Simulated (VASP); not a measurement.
# Na2Hg (P6_3/mmc) in VASP: further runs

Na2Hg is run at these levels: PBE; tasks: relaxation of cell and atoms, single point.

All numbers are computed with VASP 6.6.1; they aren't measurements. Logs are shortened: lines on timing, memory, paths and dates and some standing lists are left out, and cuts for length are marked.

### 1 The cell of the first run

The structure is hexagonal, space group P6_3/mmc (No. 194). Conventional cell: a = 4.724 Å, b = 4.724 Å, c = 5.757 Å, α = 90.00°, β = 90.00°, γ = 120.00°. Na (site symmetry -6m2) has 5 Hg at 2.73 to 2.88 Å and 6 Na at 3.08 Å within 3.6 Å. Na (site symmetry -3m) has 8 Na at 2.88 to 3.08 Å and 6 Hg at 3.08 Å within 3.8 Å. Hg (site symmetry -6m2) has 11 Na at 2.73 to 3.08 Å within 3.6 Å.

### 2 Relaxation of cell and atoms, PBE

The input, INCAR:

```
SYSTEM = Na2Hg
ALGO = Normal
EDIFF = 1E-6
EDIFFG = -0.04
ENCUT = 600
GGA = PE
IBRION = 2
ISIF = 3
ISMEAR = 0
LASPH = .TRUE.
LCHARG = .FALSE.
LREAL = .FALSE.
LWAVE = .FALSE.
NELM = 60
NSW = 90
PREC = Accurate
SIGMA = 0.1
```

The input, KPOINTS:

```
k-points
0
G
  6 6 4
  0 0 0
```

The input, POSCAR:

```
Na2Hg
1.0
    4.7242728000      0.0000000000      0.0000000000
   -2.3621364000      4.0913402600      0.0000000000
    0.0000000000      0.0000000000      5.7567432400
Na Hg
4 2
Direct
    0.3333333300      0.6666666700      0.2500000000
    0.6666666700      0.3333333300      0.7500000000
    0.0000000000      0.0000000000      0.0000000000
    0.0000000000      0.0000000000      0.5000000000
    0.3333333300      0.6666666700      0.7500000000
    0.6666666700      0.3333333300      0.2500000000
```

Potentials or basis: VASP PAW PBE potentials, release 64 (Na_pv, Hg).

Command:

```bash
$ cat potpaw_PBE.64/Na_pv/POTCAR potpaw_PBE.64/Hg/POTCAR > POTCAR
$ mpirun -np 1 vasp_std > vasp.out
```

OUTCAR:

```text
SYSTEM = Na2Hg
   EDIFF = 1E-6
   EDIFFG = -0.04
   ENCUT = 600
   GGA = PE
   IBRION = 2
   ISIF = 3
   ISMEAR = 0
   LASPH = .TRUE.
   LREAL = .FALSE.
   NELM = 60
   NSW = 90
   PREC = Accurate

 ion  position               nearest neighbor table
   1  0.333  0.667  0.250-   6 2.73   6 2.73   6 2.73   5 2.88   5 2.88
   2  0.667  0.333  0.750-   5 2.73   5 2.73   5 2.73   6 2.88   6 2.88
   3  0.000  0.000  0.000-   5 3.08   6 3.08   6 3.08   5 3.08   6 3.08   5 3.08
   4  0.000  0.000  0.500-   5 3.08   6 3.08   6 3.08   5 3.08   6 3.08   5 3.08
   5  0.333  0.667  0.750-   2 2.73   2 2.73   2 2.73   1 2.88   1 2.88   3 3.08   4 3.08   4 3.08
                             3 3.08   4 3.08   3 3.08
   6  0.667  0.333  0.250-   1 2.73   1 2.73   1 2.73   2 2.88   2 2.88   3 3.08   4 3.08   3 3.08
                             4 3.08   3 3.08   4 3.08

  LATTYP: Found a hexagonal cell.
 ALAT       =     4.7242728000
 C/A-ratio  =     1.2185458977

  Lattice vectors:

 A1 = (   4.7242728000,   0.0000000000,   0.0000000000)
 A2 = (  -2.3621364000,   4.0913402600,   0.0000000000)
 A3 = (   0.0000000000,   0.0000000000,   5.7567432400)

Analysis of symmetry for initial positions (statically):
=====================================================================
 Subroutine PRICEL returns:
 Original cell was already a primitive cell.

 Routine SETGRP: Setting up the symmetry group for a
 hexagonal supercell.

 Subroutine GETGRP returns: Found 24 space group operations
 (whereof 12 operations were pure point group operations)
 out of a pool of 24 trial point group operations.

The static configuration has the point symmetry D_3d.
 The point group associated with its full space group is D_6h.

Analysis of symmetry for dynamics (positions and initial velocities):
=====================================================================
 Subroutine PRICEL returns:
 Original cell was already a primitive cell.

 Routine SETGRP: Setting up the symmetry group for a
 hexagonal supercell.

 Subroutine GETGRP returns: Found 24 space group operations
 (whereof 12 operations were pure point group operations)
 out of a pool of 24 trial point group operations.

The dynamic configuration has the point symmetry D_3d.
 The point group associated with its full space group is D_6h.

 Subroutine INISYM returns: Found 24 space group operations
 (whereof 12 operations are pure point group operations),
 and found     1 'primitive' translations

----------------------------------------------------------------------------------------

                                     Primitive cell

  volume of cell :     111.2698

  direct lattice vectors                    reciprocal lattice vectors
     4.724272800  0.000000000  0.000000000     0.211672789  0.122209342  0.000000000
    -2.362136400  4.091340260  0.000000000     0.000000000  0.244418683  0.000000000
     0.000000000  0.000000000  5.756743240     0.000000000  0.000000000  0.173709328

  length of vectors
     4.724272800  4.724272801  5.756743240     0.244418684  0.244418683  0.173709328

  position of ions in fractional coordinates (direct lattice)
     0.333333330  0.666666670  0.250000000
     0.666666670  0.333333330  0.750000000
     0.000000000  0.000000000  0.000000000
     0.000000000  0.000000000  0.500000000
     0.333333330  0.666666670  0.750000000
     0.666666670  0.333333330  0.250000000

  ion indices of the primitive-cell ions
   primitive index   ion index
                 1           1
                 2           2
                 3           3
                 4           4
                 5           5
                 6           6

----------------------------------------------------------------------------------------

 KPOINTS: k-points

Automatic generation of k-mesh.
 Grid dimensions read from file:
 generate k-points for:    6    6    4

 Generating k-lattice:

  Cartesian coordinates                     Fractional coordinates (reciprocal lattice)
     0.035278798  0.020368224  0.000000000     0.166666667  0.000000000  0.000000000
     0.000000000  0.040736447  0.000000000     0.000000000  0.166666667  0.000000000
     0.000000000  0.000000000  0.043427332     0.000000000  0.000000000  0.250000000

  Length of vectors
     0.040736447  0.040736447  0.043427332

  Shift w.r.t. Gamma in fractional coordinates (k-lattice)
     0.000000000  0.000000000  0.000000000

 Subroutine IBZKPT returns following result:
 ===========================================

 Found     21 irreducible k-points:

 Following reciprocal coordinates:
            Coordinates               Weight
  0.000000  0.000000  0.000000      1.000000
  0.166667  0.000000  0.000000      6.000000
  0.333333  0.000000  0.000000      6.000000
  0.500000  0.000000  0.000000      3.000000
  0.166667  0.166667  0.000000      6.000000
  0.333333  0.166667  0.000000     12.000000
[... 13 lines left out ...]
  0.333333  0.166667  0.500000     12.000000
  0.333333  0.333333  0.500000      2.000000
   k-points           NKPTS =     21   k-points in BZ     NKDIM =     21   number of bands    NBANDS=     31
   number of dos      NEDOS =    301   number of ions     NIONS =      6
   total plane-waves  NPLWV =  76800
   dimension x,y,z NGX =    40 NGY =   40 NGZ =   48
   dimension x,y,z NGXF=    80 NGYF=   80 NGZF=   96
   ions per type =               4   2
   NGX,Y,Z   is equivalent  to a cutoff of  14.08, 14.08, 13.86 a.u.
   NGXF,Y,Z  is equivalent  to a cutoff of  28.15, 28.15, 27.72 a.u.
 SYSTEM =  Na2Hg
   PREC   = accura    normal or accurate (medium, high low for compatibility)
   ISTART =      0    job   : 0-new  1-cont  2-samecut
   ICHARG =      2    charge: 1-file 2-atom 10-const
   ISPIN  =      1    spin polarized calculation?
   LNONCOLLINEAR =      F non collinear calculations
   LSORBIT =      F    spin-orbit coupling
   LASPH  =      T    aspherical Exc in radial PAW
   ENCUT  =  600.0 eV  44.10 Ry    6.64 a.u.   9.44  9.44 11.50*2*pi/ulx,y,z
   NELM   =     60;   NELMIN=  2; NELMDL= -5     # of ELM steps
   EDIFF  = 0.1E-05   stopping-criterion for ELM
   LREAL  =      F    real-space projection
   EDIFFG = -.4E-01   stopping-criterion for IOM
   NSW    =     90    number of steps for IOM
   IBRION =      2    ionic relax: 0-MD 1-quasi-New 2-CG
   NFREE  =      1    steps in history (QN), initial steepest desc. (CG)
   ISIF   =      3    stress and relaxation
   ISYM   =      2    0-nonsym 1-usesym 2-fastsym
   POTIM  = 0.5000    time-step for ionic-motion
   TEBEG  =    0.0;   TEEND  =   0.0 temperature during run
   PSTRESS=    0.0 pullay stress
   NELECT =      52.0000    total number of electrons
   NUPDOWN=      -1.0000    fix difference up-down
   EMIN   =  10.00;   EMAX   =-10.00  energy-range for DOS
   EFERMI =   0.00;   METHOD = LEGACY
   ISMEAR =     0;   SIGMA  =   0.10  broadening in eV -4-tet -1-fermi 0-gaus
   EFERMI_NEDOS =   21; number of points for ismear=-14 and -15
   IALGO  =     38    algorithm
   IMIX   =      4    mixing-type and parameters
     AMIX     =   0.40;   BMIX     =  1.00
     AMIX_MAG =   1.60;   BMIX_MAG =  1.00
  volume/ion in A,a.u.               =      18.54       125.15
  Fermi-wavevector in a.u.,A,eV,Ry     =   1.270428  2.400761 21.959638  1.613988
  Thomas-Fermi vector in A             =   2.403416
   LORBIT       =      0    0 simple, 1 ext, 2 COOP (PROOUT), +10 PAW based schemes
   GGA     = PE    functional components
   LHFCALC =     F    Hartree Fock is set to
   AEXX    =    0.0000 exact exchange contribution
   IVDW    =     0    specifies the selected vdW correction
   LEPSILON=     F    determine dielectric tensor
   LRPA    =     F    only Hartree local field effects (RPA)
 conjugate gradient relaxation of ions
 non-spin polarized calculation
 Gauss-broadening in eV      SIGMA  =   0.10
  energy-cutoff  :      600.00
  volume of cell :      111.27
 maximum number of plane-waves:      3744
 NGX is ok and might be reduce to    40
   NGX = 19   NGY = 19   NGZ = 23

--------------------------------------- Ionic step        1  -------------------------------------------

 number of electron      52.0000012 magnetization

 Free energy of the ion-electron system (eV)
  ---------------------------------------------------
  ext. energy  EPLUGINS =         0.00000000
  ---------------------------------------------------
  free energy    TOTEN  =        -4.65041421 eV

  energy without entropy =       -4.64009551  energy(sigma->0) =       -4.64525486

------------------------ aborting loop because EDIFF is reached ----------------------------------------

  FORCE on cell =-STRESS in cart. coord.  units (eV):
  Direction    XX          YY          ZZ          XY          YZ          ZX
  --------------------------------------------------------------------------------------
  -------------------------------------------------------------------------------------
  Total       12.1443666     12.1443666     11.0882850      0.0000000     -0.0000000      0.0000000
  in kB      174.8670667    174.8670668    159.6605181      0.0000000     -0.0000000      0.0000000
  external PRESSURE =     169.7982172 kB  Pullay stress =       0.0000000 kB

 VOLUME and BASIS-vectors are now :
 -----------------------------------------------------------------------------
  energy-cutoff  :      600.00
  volume of cell :      111.27
      direct lattice vectors                 reciprocal lattice vectors
     4.724272800  0.000000000  0.000000000     0.211672789  0.122209342  0.000000000
    -2.362136400  4.091340260  0.000000000     0.000000000  0.244418683  0.000000000
     0.000000000  0.000000000  5.756743240     0.000000000  0.000000000  0.173709328

 POSITION                                       TOTAL-FORCE (eV/Angst)
 -----------------------------------------------------------------------------------
     -0.00000      2.72756      1.43919        -0.000000      0.000000      0.000000
      2.36214      1.36378      4.31756         0.000000     -0.000000      0.000000
      0.00000      0.00000      0.00000         0.000000      0.000000      0.000000
      0.00000      0.00000      2.87837        -0.000000      0.000000      0.000000
     -0.00000      2.72756      4.31756         0.000000     -0.000000      0.000000
      2.36214      1.36378      1.43919         0.000000      0.000000      0.000000
 -----------------------------------------------------------------------------------
    total drift:                               -0.000003      0.000002      0.000000
[... 270 lines left out ...]
 POSITION                                       TOTAL-FORCE (eV/Angst)
 -----------------------------------------------------------------------------------
     -0.00000      3.13399      1.65097        -0.000000      0.000000      0.000000
      2.71412      1.56700      4.95290         0.000000     -0.000000      0.000000
     -0.00000      0.00000      0.00000         0.000000     -0.000000      0.000000
      5.42824     -0.00000      3.30193         0.000000     -0.000000      0.000000
     -0.00000      3.13399      4.95290         0.000000     -0.000000      0.000000
      2.71412      1.56700      1.65097        -0.000000     -0.000000      0.000000
 -----------------------------------------------------------------------------------
    total drift:                               -0.000004      0.000002      0.000000

  FREE ENERGIE OF THE ION-ELECTRON SYSTEM (eV)
  ---------------------------------------------------
  free  energy   TOTEN  =        -6.7380103955 eV

  energy  without entropy=       -6.7262003392  energy(sigma->0) =       -6.73210537

--------------------------------------- Ionic step        9  -------------------------------------------

 number of electron      52.0000028 magnetization

 Free energy of the ion-electron system (eV)
  ---------------------------------------------------
  ext. energy  EPLUGINS =         0.00000000
  ---------------------------------------------------
  free energy    TOTEN  =        -6.74526336 eV

  energy without entropy =       -6.73627628  energy(sigma->0) =       -6.74076982

 E-fermi :   1.3143     XC(G=0):  -8.1014

 val. band max:        1.1925138263   @ k =   0.3333   0.1667   0.0000
 cond. band min:       1.3943523469   @ k =   0.3333   0.1667   0.5000
 fundamental gap:      0.2018385206
 Fermi energy:         1.3142929449

 k-point     1 :       0.0000    0.0000    0.0000
  band No.  band energies     occupation
      1     -23.4183      2.00000
      2     -23.3724      2.00000
      3     -23.3724      2.00000
      4     -23.3658      2.00000
      5     -23.3652      2.00000
      6     -23.3652      2.00000
[... 23 lines left out ...]
     30       4.0495      0.00000
     31       4.1774      0.00000
[... 691 lines left out ...]
 VOLUME and BASIS-vectors are now :
 -----------------------------------------------------------------------------
  energy-cutoff  :      600.00
  volume of cell :      169.07
      direct lattice vectors                 reciprocal lattice vectors
     5.380838486  0.000000000  0.000000000     0.185844642  0.107297454 -0.000000000
    -2.690419243  4.659942823  0.000000000     0.000000000  0.214594908 -0.000000000
     0.000000000  0.000000000  6.742847334     0.000000000 -0.000000000  0.148305300

 POSITION                                       TOTAL-FORCE (eV/Angst)
 -----------------------------------------------------------------------------------
     -0.00000      3.10663      1.68571        -0.000000      0.000000      0.000000
      2.69042      1.55331      5.05714         0.000000     -0.000000      0.000000
      5.38084      0.00000      0.00000        -0.000000     -0.000000      0.000000
     -0.00000      0.00000      3.37142        -0.000000     -0.000000      0.000000
     -0.00000      3.10663      5.05714         0.000000      0.000000      0.000000
      2.69042      1.55331      1.68571        -0.000000     -0.000000      0.000000
 -----------------------------------------------------------------------------------
    total drift:                               -0.000004      0.000002      0.000000

  FREE ENERGIE OF THE ION-ELECTRON SYSTEM (eV)
  ---------------------------------------------------
  free  energy   TOTEN  =        -6.7452633574 eV

  energy  without entropy=       -6.7362762817  energy(sigma->0) =       -6.74076982

 reached required accuracy - stopping structural energy minimisation
```

Run time: 15 min. Hardware: 1 thread of Oxide Virtual Turin-like, shared host; peak memory 0.28 GiB.

What came out:

| Quantity | Value |
| --- | --- |
| Free energy | -6.7453 eV |
| Relaxed volume | 28.18 Å³/atom |
| Relaxed cell | a = 5.381 Å, b = 5.381 Å, c = 6.743 Å, α = 90.00°, β = 90.00°, γ = 120.00° |
| Space group after relaxing (to 0.05 Å) | P6_3/mmc (No. 194) |
| Energy gained by relaxing | 349.1 meV/atom |
| Ionic steps | 9 |
| Pressure after relaxing | 0.1 GPa |
| Band gap on the k mesh | zero (band 26 reaches 3.03 eV, above the bottom of band 27 at 0.50 eV) |

Step by step:
```
step  energy change (eV)  largest force (eV/Å)  pressure (GPa)  volume (Å³)
   1              0.0000                0.0000           16.98       111.27
   2             -1.8765                0.0000            3.27       146.01
   3             -2.0470                0.0000            1.14       159.08
   4             -2.0065                0.0000           -1.20       187.50
   5             -2.0809                0.0000           -0.12       171.10
   6             -2.0816                0.0000            0.01       169.64
   7             -2.0811                0.0000            0.14       168.31
   8             -2.0876                0.0000            0.12       168.52
   9             -2.0948                0.0000            0.12       169.07
```

Final structure:
```
Na Hg
1.0
     5.38084    0.00000    0.00000
    -2.69042    4.65994    0.00000
     0.00000    0.00000    6.74285
Na Hg
4 2
Direct
  0.33333 0.66667 0.25000
  0.66667 0.33333 0.75000
  0.00000 0.00000 0.00000
  0.00000 0.00000 0.50000
  0.33333 0.66667 0.75000
  0.66667 0.33333 0.25000
```

Caveat: the volume moved by over 15 % at a fixed basis, so the end points are rough; spin-orbit coupling is left out, which moves the levels of the heavy elements.

(Part 1 of 2 ends here.)
